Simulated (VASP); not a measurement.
# SnTe (I4/mmm) in VASP: a series of runs

Runs on SnTe. Level: LDA. Tasks: single point.

All numbers are computed with VASP 6.6.1; they aren't measurements. Logs are shortened: lines on timing, memory, paths and dates and some standing lists are left out, and cuts for length are marked.

## Step 1: The cell of the first run

Symmetry: I4/mmm, No. 139, tetragonal system. The conventional cell has a = 4.464 Å, b = 4.464 Å, c = 6.281 Å, α = 90.00°, β = 90.00°, γ = 90.00°. Within 4.1 Å of Sn (site symmetry 4/mmm) lie 6 Te at 3.14 to 3.16 Å. Te (site symmetry 4/mmm) has 6 Sn at 3.14 to 3.16 Å within 4.1 Å.

## Step 2: Single point, LDA (strain -0.0050 x Voigt [0, 1, 0, 0, 0, 0])

Contents of INCAR:

```
SYSTEM = SnTe
  PREC = Accurate
  ENCUT = 520
  EDIFF = 1E-7
  ISMEAR = 0
  SIGMA = 0.03
  LREAL = .False.
  LASPH = .True.
  NELM = 100
  ALGO = Normal
  ISIF = 2
  LWAVE = .False.
  LCHARG = .True.
  GGA = CA
  LELF = .True.
  LVHAR = .True.
  NBANDS = 17
```

Contents of KPOINTS:

```
regular mesh
0
Gamma
  10 10 10
  0 0 0
```

Contents of POSCAR:

```
SnTe
1.0
    0.0000000000      3.1407175000      3.1565000000
    3.1565000000      0.0000000000      3.1565000000
    3.1565000000      3.1407175000      0.0000000000
Sn Te
1 1
Direct
    0.0000000000      0.0000000000      0.0000000000
    0.5000000000      0.5000000000      0.5000000000
```

Potentials or basis: VASP PAW LDA potentials, release 64 (Sn_d, Te).

Run with:

```console
> cat potpaw_LDA.64/Sn_d/POTCAR potpaw_LDA.64/Te/POTCAR > POTCAR
> mpirun -np 1 vasp_std > vasp.out
```

OUTCAR:

```text
SYSTEM = SnTe
   PREC = Accurate
   ENCUT = 520
   EDIFF = 1E-7
   ISMEAR = 0
   LREAL = .False.
   LASPH = .True.
   NELM = 100
   ISIF = 2
   GGA = CA

 ion  position               nearest neighbor table
   1  0.000  0.000  0.000-   2 3.14   2 3.14   2 3.16   2 3.16   2 3.16   2 3.16
   2  0.500  0.500  0.500-   1 3.14   1 3.14   1 3.16   1 3.16   1 3.16   1 3.16

  LATTYP: Found a body centered tetragonal cell.
 ALAT       =     4.4639651096
 C/A-ratio  =     1.4071424946

  Lattice vectors:

 A1 = (   0.0000000000,  -3.1407175000,   3.1565000000)
 A2 = (   0.0000000000,  -3.1407175000,  -3.1565000000)
 A3 = (   3.1565000000,   3.1407175000,   0.0000000000)

Analysis of symmetry for initial positions (statically):
=====================================================================
 Subroutine PRICEL returns:
 Original cell was already a primitive cell.

 Routine SETGRP: Setting up the symmetry group for a
 body centered tetragonal supercell.

 Subroutine GETGRP returns: Found 16 space group operations
 (whereof 16 operations were pure point group operations)
 out of a pool of 16 trial point group operations.

The static configuration has the point symmetry D_4h.

Analysis of symmetry for dynamics (positions and initial velocities):
=====================================================================
 Subroutine PRICEL returns:
 Original cell was already a primitive cell.

 Routine SETGRP: Setting up the symmetry group for a
 body centered tetragonal supercell.

 Subroutine GETGRP returns: Found 16 space group operations
 (whereof 16 operations were pure point group operations)
 out of a pool of 16 trial point group operations.

The dynamic configuration has the point symmetry D_4h.

 Subroutine INISYM returns: Found 16 space group operations
 (whereof 16 operations are pure point group operations),
 and found     1 'primitive' translations

----------------------------------------------------------------------------------------

                                     Primitive cell

  volume of cell :      62.5850

  direct lattice vectors                    reciprocal lattice vectors
     0.000000000  3.140717500  3.156500000    -0.158403295  0.159199291  0.158403295
     3.156500000  0.000000000  3.156500000     0.158403295 -0.159199291  0.158403295
     3.156500000  3.140717500  0.000000000     0.158403295  0.159199291 -0.158403295

  length of vectors
     4.452819182  4.463965110  4.452819182     0.274822892  0.274822892  0.274822892

  position of ions in fractional coordinates (direct lattice)
     0.000000000  0.000000000  0.000000000
     0.500000000  0.500000000  0.500000000

  ion indices of the primitive-cell ions
   primitive index   ion index
                 1           1
                 2           2

----------------------------------------------------------------------------------------

 KPOINTS: regular mesh

Automatic generation of k-mesh.
 Grid dimensions read from file:
 generate k-points for:   10   10   10

 Generating k-lattice:

  Cartesian coordinates                     Fractional coordinates (reciprocal lattice)
    -0.015840329  0.015919929  0.015840329     0.100000000  0.000000000 -0.000000000
     0.015840329 -0.015919929  0.015840329     0.000000000  0.100000000  0.000000000
     0.015840329  0.015919929 -0.015840329    -0.000000000  0.000000000  0.100000000

  Length of vectors
     0.027482289  0.027482289  0.027482289

  Shift w.r.t. Gamma in fractional coordinates (k-lattice)
     0.000000000  0.000000000  0.000000000

 Subroutine IBZKPT returns following result:
 ===========================================

 Found    102 irreducible k-points:

 Following reciprocal coordinates:
            Coordinates               Weight
  0.000000  0.000000  0.000000      1.000000
  0.100000  0.000000  0.000000      8.000000
  0.200000  0.000000  0.000000      8.000000
  0.300000  0.000000  0.000000      8.000000
  0.400000  0.000000  0.000000      8.000000
  0.500000  0.000000 -0.000000      4.000000
[... 16 lines left out ...]
  0.300000  0.300000  0.000000      4.000000
  0.400000  0.300000  0.000000     16.000000
 [... further k-points ...]
   k-points           NKPTS =    102   k-points in BZ     NKDIM =    102   number of bands    NBANDS=     17
   number of dos      NEDOS =    301   number of ions     NIONS =      2
   total plane-waves  NPLWV =  46656
   dimension x,y,z NGX =    36 NGY =   36 NGZ =   36
   dimension x,y,z NGXF=    72 NGYF=   72 NGZF=   72
   ions per type =               1   1
   NGX,Y,Z   is equivalent  to a cutoff of  13.44, 13.41, 13.44 a.u.
   NGXF,Y,Z  is equivalent  to a cutoff of  26.88, 26.81, 26.88 a.u.
 SYSTEM =  SnTe
   PREC   = accura    normal or accurate (medium, high low for compatibility)
   ISTART =      0    job   : 0-new  1-cont  2-samecut
   ICHARG =      2    charge: 1-file 2-atom 10-const
   ISPIN  =      1    spin polarized calculation?
   LNONCOLLINEAR =      F non collinear calculations
   LSORBIT =      F    spin-orbit coupling
   LASPH  =      T    aspherical Exc in radial PAW
   ENCUT  =  520.0 eV  38.22 Ry    6.18 a.u.   8.28  8.30  8.28*2*pi/ulx,y,z
   NELM   =    100;   NELMIN=  2; NELMDL= -5     # of ELM steps
   EDIFF  = 0.1E-06   stopping-criterion for ELM
   LREAL  =      F    real-space projection
   EDIFFG = 0.1E-05   stopping-criterion for IOM
   NSW    =      0    number of steps for IOM
   IBRION =     -1    ionic relax: 0-MD 1-quasi-New 2-CG
   NFREE  =      0    steps in history (QN), initial steepest desc. (CG)
   ISIF   =      2    stress and relaxation
   ISYM   =      2    0-nonsym 1-usesym 2-fastsym
   POTIM  = 0.5000    time-step for ionic-motion
   TEBEG  =    0.0;   TEEND  =   0.0 temperature during run
   PSTRESS=    0.0 pullay stress
   NELECT =      20.0000    total number of electrons
   NUPDOWN=      -1.0000    fix difference up-down
   EMIN   =  10.00;   EMAX   =-10.00  energy-range for DOS
   EFERMI =   0.00;   METHOD = LEGACY
   ISMEAR =     0;   SIGMA  =   0.03  broadening in eV -4-tet -1-fermi 0-gaus
   EFERMI_NEDOS =   21; number of points for ismear=-14 and -15
   IALGO  =     38    algorithm
   IMIX   =      4    mixing-type and parameters
     AMIX     =   0.40;   BMIX     =  1.00
     AMIX_MAG =   1.60;   BMIX_MAG =  1.00
  volume/ion in A,a.u.               =      31.29       211.17
  Fermi-wavevector in a.u.,A,eV,Ry     =   1.119252  2.115080 17.044369  1.252726
  Thomas-Fermi vector in A             =   2.255890
   LORBIT       =      0    0 simple, 1 ext, 2 COOP (PROOUT), +10 PAW based schemes
   GGA     = CA    functional components
   LHFCALC =     F    Hartree Fock is set to
   AEXX    =    0.0000 exact exchange contribution
   IVDW    =     0    specifies the selected vdW correction
   LEPSILON=     F    determine dielectric tensor
   LRPA    =     F    only Hartree local field effects (RPA)
 non-spin polarized calculation
 Gauss-broadening in eV      SIGMA  =   0.03
  energy-cutoff  :      520.00
  volume of cell :       62.59
 maximum number of plane-waves:      1701
 NGX is ok and might be reduce to    36
   NGX = 17   NGY = 17   NGZ = 17

 number of electron      19.9999998 magnetization

 Free energy of the ion-electron system (eV)
  ---------------------------------------------------
  ext. energy  EPLUGINS =         0.00000000
  ---------------------------------------------------
  free energy    TOTEN  =        -8.82341026 eV

  energy without entropy =       -8.82340765  energy(sigma->0) =       -8.82340896

 E-fermi :   6.7385     XC(G=0):  -9.7378

 val. band max:        6.6789106258   @ k =   0.5000   0.0000  -0.0000
 cond. band min:       6.7981258421   @ k =   0.5000   0.0000  -0.0000
 fundamental gap:      0.1192152163
 Fermi energy:         6.7385182505

 k-point     1 :       0.0000    0.0000    0.0000
  band No.  band energies     occupation
      1     -15.0602      2.00000
      2     -15.0588      2.00000
      3     -15.0512      2.00000
      4     -15.0500      2.00000
      5     -15.0500      2.00000
      6      -6.0840      2.00000
[... 9 lines left out ...]
     16      11.5321      0.00000
     17      13.4949      0.00000

 k-point     2 :       0.1000    0.0000    0.0000
  band No.  band energies     occupation
      1     -15.0606      2.00000
      2     -15.0592      2.00000
      3     -15.0508      2.00000
      4     -15.0497      2.00000
      5     -15.0494      2.00000
      6      -5.9995      2.00000
[... 9 lines left out ...]
     16      11.7264      0.00000
     17      14.2275      0.00000

 k-point     3 :       0.2000    0.0000    0.0000
  band No.  band energies     occupation
      1     -15.0617      2.00000
      2     -15.0604      2.00000
      3     -15.0501      2.00000
      4     -15.0484      2.00000
      5     -15.0478      2.00000
      6      -5.7552      2.00000
[... 9 lines left out ...]
     16      12.3002      0.00000
     17      15.6414      0.00000

 k-point     4 :       0.3000    0.0000    0.0000
  band No.  band energies     occupation
      1     -15.0633      2.00000
      2     -15.0621      2.00000
      3     -15.0495      2.00000
      4     -15.0463      2.00000
      5     -15.0456      2.00000
      6      -5.3874      2.00000
[... 9 lines left out ...]
     16      13.2068      0.00000
     17      17.3429      0.00000

 k-point     5 :       0.4000    0.0000    0.0000
  band No.  band energies     occupation
      1     -15.0647      2.00000
      2     -15.0636      2.00000
      3     -15.0490      2.00000
      4     -15.0445      2.00000
      5     -15.0437      2.00000
      6      -4.9952      2.00000
[... 9 lines left out ...]
     16      14.4113      0.00000
     17      16.6191      0.00000

 k-point     6 :       0.5000    0.0000   -0.0000
  band No.  band energies     occupation
      1     -15.0652      2.00000
      2     -15.0642      2.00000
      3     -15.0489      2.00000
      4     -15.0438      2.00000
      5     -15.0430      2.00000
      6      -4.8036      2.00000
[... 9 lines left out ...]
     16      15.5602      0.00000
     17      15.5866      0.00000

 k-point     7 :       0.1000    0.1000    0.0000
  band No.  band energies     occupation
      1     -15.0615      2.00000
      2     -15.0586      2.00000
      3     -15.0504      2.00000
      4     -15.0502      2.00000
      5     -15.0490      2.00000
      6      -5.9721      2.00000
[... 9 lines left out ...]
     16      12.0907      0.00000
     17      13.7577      0.00000

 k-point     8 :       0.2000    0.1000    0.0000
  band No.  band energies     occupation
      1     -15.0630      2.00000
      2     -15.0588      2.00000
      3     -15.0504      2.00000
      4     -15.0488      2.00000
      5     -15.0476      2.00000
      6      -5.7821      2.00000
[... 9 lines left out ...]
     16      12.7172      0.00000
     17      14.5110      0.00000
[... 203 lines left out ...]
      1     -15.0690      2.00000
      2     -15.0607      2.00000
      3     -15.0487      2.00000
      4     -15.0445      2.00000
      5     -15.0422      2.00000
      6      -4.7235      2.00000
[... 9 lines left out ...]
     16      15.7391      0.00000
     17      16.3603      0.00000

 k-point    20 :      -0.4000    0.2000    0.0000
  band No.  band energies     occupation
      1     -15.0676      2.00000
      2     -15.0623      2.00000
      3     -15.0474      2.00000
      4     -15.0448      2.00000
      5     -15.0429      2.00000
      6      -4.6651      2.00000
[... 9 lines left out ...]
     16      14.3734      0.00000
     17      17.1230      0.00000

 k-point    21 :      -0.3000    0.2000    0.0000
  band No.  band energies     occupation
      1     -15.0653      2.00000
      2     -15.0631      2.00000
      3     -15.0479      2.00000
      4     -15.0448      2.00000
      5     -15.0444      2.00000
      6      -4.9092      2.00000
[... 9 lines left out ...]
     16      14.7396      0.00000
     17      16.0208      0.00000

 k-point    22 :      -0.2000    0.2000   -0.0000
  band No.  band energies     occupation
      1     -15.0635      2.00000
      2     -15.0625      2.00000
      3     -15.0492      2.00000
      4     -15.0465      2.00000
      5     -15.0448      2.00000
      6      -5.2670      2.00000
[... 9 lines left out ...]
     16      14.7863      0.00000
     17      15.2355      0.00000

 k-point    23 :       0.3000    0.3000    0.0000
  band No.  band energies     occupation
      1     -15.0709      2.00000
      2     -15.0560      2.00000
      3     -15.0526      2.00000
      4     -15.0443      2.00000
      5     -15.0427      2.00000
      6      -5.1834      2.00000
[... 9 lines left out ...]
     16      15.2641      0.00000
     17      15.3036      0.00000

 k-point    24 :       0.4000    0.3000    0.0000
  band No.  band energies     occupation
      1     -15.0729      2.00000
      2     -15.0561      2.00000
      3     -15.0525      2.00000
      4     -15.0429      2.00000
      5     -15.0413      2.00000
      6      -4.9031      2.00000
[... 9 lines left out ...]
     16      15.9494      0.00000
     17      16.3494      0.00000

 [... further k-points ...]

------------------------ aborting loop because EDIFF is reached ----------------------------------------

  FORCE on cell =-STRESS in cart. coord.  units (eV):
  Direction    XX          YY          ZZ          XY          YZ          ZX
  --------------------------------------------------------------------------------------
  -------------------------------------------------------------------------------------
  Total       -0.6599083     -0.4131310     -0.6599083      0.0000000      0.0000000      0.0000000
  in kB      -16.8936584    -10.5761573    -16.8936584      0.0000000      0.0000000      0.0000000
  external PRESSURE =     -14.7878247 kB  Pullay stress =       0.0000000 kB

 VOLUME and BASIS-vectors are now :
 -----------------------------------------------------------------------------
  energy-cutoff  :      520.00
  volume of cell :       62.59
      direct lattice vectors                 reciprocal lattice vectors
     0.000000000  3.140717500  3.156500000    -0.158403295  0.159199291  0.158403295
     3.156500000  0.000000000  3.156500000     0.158403295 -0.159199291  0.158403295
     3.156500000  3.140717500  0.000000000     0.158403295  0.159199291 -0.158403295

 POSITION                                       TOTAL-FORCE (eV/Angst)
 -----------------------------------------------------------------------------------
      0.00000      0.00000      0.00000         0.000000      0.000000     -0.000000
      3.15650      3.14072      3.15650        -0.000000      0.000000      0.000000
 -----------------------------------------------------------------------------------
    total drift:                               -0.000000      0.000000      0.000000

  FREE ENERGIE OF THE ION-ELECTRON SYSTEM (eV)
  ---------------------------------------------------
  free  energy   TOTEN  =        -8.8234102621 eV

  energy  without entropy=       -8.8234076493  energy(sigma->0) =       -8.82340896
```

Run time: 57 s. Hardware: 1 thread of Intel Xeon 6975P-C (Granite Rapids), shared host; peak memory 0.24 GiB.

Results:

| Property | Result |
| --- | --- |
| Free energy | -8.8234 eV |
| Pressure | -1.5 GPa |
| Band gap on the k mesh | 0.12 eV, direct |

Levels at points of the mesh, in eV from the valence-band top:
```csv
k point,band 8,band 9,band 10,band 11,band 12,band 13
"(0.00, 0.00, 0.00)",-2.10,-2.05,-2.05,3.30,3.30,3.42
"(0.50, 0.00, 0.00)",-1.72,-1.71,0.00,0.12,0.38,0.40
"(0.50, 0.50, 0.00)",-5.51,-3.70,-3.64,2.23,4.84,4.98
"(0.50, 0.00, 0.50)",-5.52,-3.68,-3.68,2.22,4.89,4.89
```

Caveat: the cell differs from its parent crystal (strain -0.0050 x Voigt [0, 1, 0, 0, 0, 0]); spin-orbit coupling is left out, which moves the levels of the heavy elements. A k mesh can miss the band edges.

(Continued in part 2 of 2.)
